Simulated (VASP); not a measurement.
# Zn (Pm-3m) in VASP: further runs

Zn is run at these levels: RPBE; tasks: single point.

All numbers are computed with VASP 6.6.1; they aren't measurements. Logs are shortened: lines on timing, memory, paths and dates and some standing lists are left out, and cuts for length are marked.

**1. The cell of the first run**

Symmetry: Pm-3m, No. 221, cubic system. Conventional cell: a = 2.564 Å, b = 2.564 Å, c = 2.564 Å, α = 90.00°, β = 90.00°, γ = 90.00°. Zn (site symmetry m-3m) has 6 Zn at 2.56 Å within 3.4 Å.

**2. Single point, RPBE (volume scaled by 0.88)**

The input, INCAR:

```
ALGO = Normal
EDIFF = 1E-7
ENCUT = 520
GGA = RP
ISIF = 2
ISMEAR = -1
LASPH = True
LCHARG = False
LREAL = False
LWAVE = False
NBANDS = 12
NELM = 80
PREC = Accurate
SIGMA = 0.1
```

The input, KPOINTS:

```
k-points
0
Gamma
  13 13 13
```

The input, POSCAR:

```
Zn
1.0
    2.5639735081      0.0000000000      0.0000000000
    0.0000000000      2.5639735081      0.0000000000
    0.0000000000      0.0000000000      2.5639735081
Zn
1
Direct
    0.0000000000      0.0000000000      0.0000000000
```

Potentials or basis: VASP PAW PBE potentials, release 64 (Zn).

On the command line:

```console
$ cat potpaw_PBE.64/Zn/POTCAR > POTCAR
$ mpirun -np 1 vasp_std > vasp.out
```

OUTCAR:

```text
EDIFF = 1E-7
   ENCUT = 520
   GGA = RP
   ISIF = 2
   ISMEAR = -1
   LASPH = True
   LREAL = False
   NELM = 80
   PREC = Accurate

 ion  position               nearest neighbor table
   1  0.000  0.000  0.000-

  LATTYP: Found a simple cubic cell.
 ALAT       =     2.5639735081

  Lattice vectors:

 A1 = (   2.5639735081,   0.0000000000,   0.0000000000)
 A2 = (   0.0000000000,   2.5639735081,   0.0000000000)
 A3 = (   0.0000000000,   0.0000000000,   2.5639735081)

Analysis of symmetry for initial positions (statically):
=====================================================================
 Subroutine PRICEL returns:
 Original cell was already a primitive cell.

 Routine SETGRP: Setting up the symmetry group for a
 simple cubic supercell.

 Subroutine GETGRP returns: Found 48 space group operations
 (whereof 48 operations were pure point group operations)
 out of a pool of 48 trial point group operations.

The static configuration has the point symmetry O_h .

Analysis of symmetry for dynamics (positions and initial velocities):
=====================================================================
 Subroutine PRICEL returns:
 Original cell was already a primitive cell.

 Routine SETGRP: Setting up the symmetry group for a
 simple cubic supercell.

 Subroutine GETGRP returns: Found 48 space group operations
 (whereof 48 operations were pure point group operations)
 out of a pool of 48 trial point group operations.

The dynamic configuration has the point symmetry O_h .

 Subroutine INISYM returns: Found 48 space group operations
 (whereof 48 operations are pure point group operations),
 and found     1 'primitive' translations

----------------------------------------------------------------------------------------

                                     Primitive cell

  volume of cell :      16.8555

  direct lattice vectors                    reciprocal lattice vectors
     2.563973508  0.000000000  0.000000000     0.390019630  0.000000000  0.000000000
     0.000000000  2.563973508  0.000000000     0.000000000  0.390019630  0.000000000
     0.000000000  0.000000000  2.563973508     0.000000000  0.000000000  0.390019630

  length of vectors
     2.563973508  2.563973508  2.563973508     0.390019630  0.390019630  0.390019630

  position of ions in fractional coordinates (direct lattice)
     0.000000000  0.000000000  0.000000000

  ion indices of the primitive-cell ions
   primitive index   ion index
                 1           1

----------------------------------------------------------------------------------------

 KPOINTS: k-points

Automatic generation of k-mesh.
 Grid dimensions read from file:
 generate k-points for:   13   13   13

 Generating k-lattice:

  Cartesian coordinates                     Fractional coordinates (reciprocal lattice)
     0.030001510  0.000000000  0.000000000     0.076923077  0.000000000  0.000000000
     0.000000000  0.030001510  0.000000000     0.000000000  0.076923077  0.000000000
     0.000000000  0.000000000  0.030001510     0.000000000  0.000000000  0.076923077

  Length of vectors
     0.030001510  0.030001510  0.030001510

  Shift w.r.t. Gamma in fractional coordinates (k-lattice)
     0.000000000  0.000000000  0.000000000

 Subroutine IBZKPT returns following result:
 ===========================================

 Found     84 irreducible k-points:

 Following reciprocal coordinates:
            Coordinates               Weight
  0.000000  0.000000  0.000000      1.000000
  0.076923  0.000000  0.000000      6.000000
  0.153846  0.000000  0.000000      6.000000
  0.230769  0.000000  0.000000      6.000000
  0.307692  0.000000  0.000000      6.000000
  0.384615  0.000000  0.000000      6.000000
[... 16 lines left out ...]
  0.307692  0.307692  0.000000     12.000000
  0.384615  0.307692  0.000000     24.000000
 [... further k-points ...]
   k-points           NKPTS =     84   k-points in BZ     NKDIM =     84   number of bands    NBANDS=     12
   number of dos      NEDOS =    301   number of ions     NIONS =      1
   total plane-waves  NPLWV =   8000
   dimension x,y,z NGX =    20 NGY =   20 NGZ =   20
   dimension x,y,z NGXF=    40 NGYF=   40 NGZF=   40
   ions per type =               1
   NGX,Y,Z   is equivalent  to a cutoff of  12.97, 12.97, 12.97 a.u.
   NGXF,Y,Z  is equivalent  to a cutoff of  25.94, 25.94, 25.94 a.u.
 SYSTEM =  unknown system
   PREC   = accura    normal or accurate (medium, high low for compatibility)
   ISTART =      0    job   : 0-new  1-cont  2-samecut
   ICHARG =      2    charge: 1-file 2-atom 10-const
   ISPIN  =      1    spin polarized calculation?
   LNONCOLLINEAR =      F non collinear calculations
   LSORBIT =      F    spin-orbit coupling
   LASPH  =      T    aspherical Exc in radial PAW
   ENCUT  =  520.0 eV  38.22 Ry    6.18 a.u.   4.77  4.77  4.77*2*pi/ulx,y,z
   NELM   =     80;   NELMIN=  2; NELMDL= -5     # of ELM steps
   EDIFF  = 0.1E-06   stopping-criterion for ELM
   LREAL  =      F    real-space projection
   EDIFFG = 0.1E-05   stopping-criterion for IOM
   NSW    =      0    number of steps for IOM
   IBRION =     -1    ionic relax: 0-MD 1-quasi-New 2-CG
   NFREE  =      0    steps in history (QN), initial steepest desc. (CG)
   ISIF   =      2    stress and relaxation
   ISYM   =      2    0-nonsym 1-usesym 2-fastsym
   POTIM  = 0.5000    time-step for ionic-motion
   TEBEG  =    0.0;   TEEND  =   0.0 temperature during run
   PSTRESS=    0.0 pullay stress
   NELECT =      12.0000    total number of electrons
   NUPDOWN=      -1.0000    fix difference up-down
   EMIN   =  10.00;   EMAX   =-10.00  energy-range for DOS
   EFERMI =   0.00;   METHOD = LEGACY
   ISMEAR =    -1;   SIGMA  =   0.10  broadening in eV -4-tet -1-fermi 0-gaus
   EFERMI_NEDOS =   21; number of points for ismear=-14 and -15
   IALGO  =     38    algorithm
   IMIX   =      4    mixing-type and parameters
     AMIX     =   0.40;   BMIX     =  1.00
     AMIX_MAG =   1.60;   BMIX_MAG =  1.00
  volume/ion in A,a.u.               =      16.86       113.75
  Fermi-wavevector in a.u.,A,eV,Ry     =   1.461801  2.762404 29.073791  2.136863
  Thomas-Fermi vector in A             =   2.578090
   LORBIT       =      0    0 simple, 1 ext, 2 COOP (PROOUT), +10 PAW based schemes
   GGA     = RP    functional components
   LHFCALC =     F    Hartree Fock is set to
   AEXX    =    0.0000 exact exchange contribution
   IVDW    =     0    specifies the selected vdW correction
   LEPSILON=     F    determine dielectric tensor
   LRPA    =     F    only Hartree local field effects (RPA)
 non-spin polarized calculation
  energy-cutoff  :      520.00
  volume of cell :       16.86
 maximum number of plane-waves:       466
 NGX is ok and might be reduce to    20
   NGX =  9   NGY =  9   NGZ =  9

 number of electron      11.9999979 magnetization

 Free energy of the ion-electron system (eV)
  ---------------------------------------------------
  ext. energy  EPLUGINS =         0.00000000
  ---------------------------------------------------
  free energy    TOTEN  =        -0.49786426 eV

  energy without entropy =       -0.48789000  energy(sigma->0) =       -0.49287713

 E-fermi :   2.4375     XC(G=0): -10.8216

 val. band max:        2.4343199010   @ k =   0.4615   0.3077   0.0000
 cond. band min:       2.5332945236   @ k =   0.3846   0.0000   0.0000
 fundamental gap:      0.0989746226
 Fermi energy:         2.4375479096

 k-point     1 :       0.0000    0.0000    0.0000
  band No.  band energies     occupation
      1      -7.0895      2.00000
      2      -5.7440      2.00000
      3      -5.7440      2.00000
      4      -4.4315      2.00000
      5      -4.4315      2.00000
      6      -4.4315      2.00000
      7      15.2672      0.00000
      8      15.2672      0.00000
      9      15.2672      0.00000
     10      18.1546      0.00000
     11      18.1546      0.00000
     12      21.2024      0.00000

 k-point     2 :       0.0769    0.0000    0.0000
  band No.  band energies     occupation
      1      -6.9519      2.00000
      2      -5.7358      2.00000
      3      -5.7031      2.00000
      4      -4.4543      2.00000
      5      -4.4543      2.00000
      6      -4.4296      2.00000
      7      13.2439      0.00000
      8      15.4302      0.00000
      9      15.4302      0.00000
     10      18.2544      0.00000
     11      19.5239      0.00000
     12      22.1622      0.00000

 k-point     3 :       0.1538    0.0000    0.0000
  band No.  band energies     occupation
      1      -6.5649      2.00000
      2      -5.7131      2.00000
      3      -5.5615      2.00000
      4      -4.5170      2.00000
      5      -4.5170      2.00000
      6      -4.4243      2.00000
      7      10.3344      0.00000
      8      15.9115      0.00000
      9      15.9115      0.00000
     10      18.5561      0.00000
     11      20.3107      0.00000
     12      25.1845      0.00000
[... 286 lines left out ...]
 k-point    23 :       0.3077    0.3077    0.0000
  band No.  band energies     occupation
      1      -5.5254      2.00000
      2      -5.3127      2.00000
      3      -4.8081      2.00000
      4      -4.6663      2.00000
      5      -4.6451      2.00000
      6      -2.2924      2.00000
      7       6.0858      0.00000
      8       8.2134      0.00000
      9      16.2739      0.00000
     10      20.1840      0.00000
     11      22.4472      0.00000
     12      28.7434      0.00000

 k-point    24 :       0.3846    0.3077    0.0000
  band No.  band energies     occupation
      1      -5.4834      2.00000
      2      -5.4140      2.00000
      3      -4.7259      2.00000
      4      -4.6484      2.00000
      5      -4.6436      2.00000
      6      -1.0362      2.00000
      7       4.4073      0.00000
      8       8.6896      0.00000
      9      14.1147      0.00000
     10      21.4190      0.00000
     11      23.3588      0.00000
     12      27.6593      0.00000

 [... further k-points ...]

------------------------ aborting loop because EDIFF is reached ----------------------------------------

  FORCE on cell =-STRESS in cart. coord.  units (eV):
  Direction    XX          YY          ZZ          XY          YZ          ZX
  --------------------------------------------------------------------------------------
  -------------------------------------------------------------------------------------
  Total        0.7780700      0.7780700      0.7780700      0.0000000     -0.0000000      0.0000000
  in kB       73.9585937     73.9585937     73.9585937      0.0000000     -0.0000000      0.0000000
  external PRESSURE =      73.9585937 kB  Pullay stress =       0.0000000 kB

 VOLUME and BASIS-vectors are now :
 -----------------------------------------------------------------------------
  energy-cutoff  :      520.00
  volume of cell :       16.86
      direct lattice vectors                 reciprocal lattice vectors
     2.563973508  0.000000000  0.000000000     0.390019630  0.000000000  0.000000000
     0.000000000  2.563973508  0.000000000     0.000000000  0.390019630  0.000000000
     0.000000000  0.000000000  2.563973508     0.000000000  0.000000000  0.390019630

 POSITION                                       TOTAL-FORCE (eV/Angst)
 -----------------------------------------------------------------------------------
      0.00000      0.00000      0.00000         0.000000      0.000000      0.000000
 -----------------------------------------------------------------------------------
    total drift:                               -0.000000      0.000000      0.000000

  FREE ENERGIE OF THE ION-ELECTRON SYSTEM (eV)
  ---------------------------------------------------
  free  energy   TOTEN  =        -0.4978642587 eV

  energy  without entropy=       -0.4878899955  energy(sigma->0) =       -0.49287713
```

It took 7.3 s on 1 thread of Intel Xeon Platinum 8375C at 2.90GHz (Ice Lake), shared host; peak memory 0.13 GiB.

Results:

```
Free energy            : -0.4979 eV
Pressure               : 7.4 GPa
Band gap on the k mesh : zero (band 6 reaches 7.30 eV, above the bottom of band 7 at 0.41 eV)
```

Caveat: the PAW data sets were made with another functional, which shifts forces and pressure a little.

**3. Single point, RPBE (volume scaled by 0.92)**

The input, INCAR:

```
ALGO = Normal
EDIFF = 1E-7
ENCUT = 520
GGA = RP
ISIF = 2
ISMEAR = -1
LASPH = True
LCHARG = True
LELF = True
LREAL = False
LVHAR = True
LWAVE = False
NBANDS = 12
NELM = 100
PREC = Accurate
SIGMA = 0.1
```

KPOINTS is that of step 2.

The input, POSCAR:

```
Zn
1.0
    2.6022474121      0.0000000000      0.0000000000
    0.0000000000      2.6022474121      0.0000000000
    0.0000000000      0.0000000000      2.6022474121
Zn
1
Direct
    0.0000000000      0.0000000000      0.0000000000
```

Potentials or basis: VASP PAW PBE potentials, release 64 (Zn).

On the command line:

```console
$ cat potpaw_PBE.64/Zn/POTCAR > POTCAR
$ mpirun -np 1 vasp_std > vasp.out
```

Wall time 7.7 s (1 thread of Intel Xeon Platinum 8375C at 2.90GHz (Ice Lake), shared host); peak memory 0.13 GiB.

It converged, with:

| Property | Result |
| --- | --- |
| Free energy | -0.5258 eV |
| Pressure | 4.4 GPa |
| Band gap on the k mesh | zero (band 6 reaches 6.86 eV, above the bottom of band 7 at 0.18 eV) |

Levels at points of the mesh, in eV from the Fermi level:
```tsv
k point	band 3	band 4	band 5	band 6	band 7	band 8	band 9	band 10
(0.00, 0.00, 0.00)	-8.03	-6.82	-6.82	-6.82	12.46	12.46	12.46	15.32
```

Caveat: the PAW data sets were made with another functional, which shifts forces and pressure a little.

**4. Single point, RPBE (volume scaled by 0.96)**

The input, INCAR:

```
SYSTEM = Zn
ALGO = Normal
EDIFF = 1E-7
ENCUT = 520
GGA = RP
ISIF = 2
ISMEAR = -1
LASPH = .True.
LCHARG = .False.
LREAL = .False.
LWAVE = .False.
NBANDS = 12
NELM = 60
PREC = Accurate
SIGMA = 0.1
```

The input, KPOINTS:

```
k-points
0
Gamma
  13 13 13
  0 0 0
```

The input, POSCAR:

```
Zn
1.0
    2.6394273984      0.0000000000      0.0000000000
    0.0000000000      2.6394273984      0.0000000000
    0.0000000000      0.0000000000      2.6394273984
Zn
1
Direct
    0.0000000000      0.0000000000      0.0000000000
```

On the command line:

```console
$ cat potpaw_PBE.64/Zn/POTCAR > POTCAR
$ mpirun -np 1 vasp_std > vasp.out
```

Run time: 7.7 s. Hardware: 1 thread of Intel Xeon Platinum 8375C at 2.90GHz (Ice Lake), shared host; peak memory 0.13 GiB.

It converged, with:

* Free energy: -0.5410 eV
* Pressure: 2.1 GPa
* Band gap on the k mesh: zero (band 6 reaches 6.46 eV, above the bottom of band 7 at -0.02 eV)

Levels at points of the mesh, in eV from the Fermi level:
```csv
k point,band 4,band 5,band 6,band 7,band 8,band 9
"(0.00, 0.00, 0.00)",-6.78,-6.78,-6.78,12.11,12.11,12.11
```

Caveat: the PAW data sets were made with another functional, which shifts forces and pressure a little.

**5. Summary**

| cell | gap on the mesh (eV) | pressure (GPa) |
| --- | --- | --- |
| a = 2.564 Å, 1 atom | none | 7.4 |
| a = 2.602 Å, 1 atom | none | 4.4 |
| a = 2.639 Å, 1 atom | none | 2.1 |

Alike in all rows: task single point; level RPBE; potentials or basis VASP PAW PBE potentials, release 64 (Zn); no spin polarisation; k mesh 13 × 13 × 13; cutoff (eV) 520; smearing fermi-dirac 0.1 eV.

Caveats: the PAW data sets were made with another functional, which shifts forces and pressure a little.

Total energies depend on the potentials used, so only differences within one code and one set of settings carry meaning.
